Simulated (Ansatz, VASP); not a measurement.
InAs in VASP and in Ansatz

```
In As
1.0
     0.00000    3.02900    2.93813
     3.02900    0.00000    2.93813
     3.02900    3.02900    0.00000
In As
1 1
Direct
  0.00000 0.00000 0.00000
  0.25000 0.25000 0.25000
```

Change from the starting cell: z stretched by -3 %, ions relaxed.

Alike in both runs: functional PBE; k mesh 13 × 13 × 13; occupations fermi-dirac, width 0.05 eV; no spin polarisation.

Ansatz relaxed the structure, and its values are those at the end. VASP's run is a single point on that final structure, the one shown.

|  | VASP | Ansatz |
| --- | --- | --- |
| version | VASP 6.6.1 | Ansatz 0.2.0 |
| potentials or method | VASP PAW PBE potentials, release 64 (In_d, As) | plane-wave PAW, scalar-relativistic |
| plane-wave cutoff (eV) | 520 | 420 |
| valence electrons in the cell | 18 | 28 |

```tsv
	VASP	Ansatz	Ansatz less VASP
pressure (GPa)	5.7	5.6	-0.08
```

The functional is the same, so the differences come from potentials, cutoffs and numerics. VASP's potentials hold 18 valence electrons a cell and Ansatz's 28, so a difference there can come from the potentials and not from the codes. Ansatz's warnings: stress scf threshold loose.
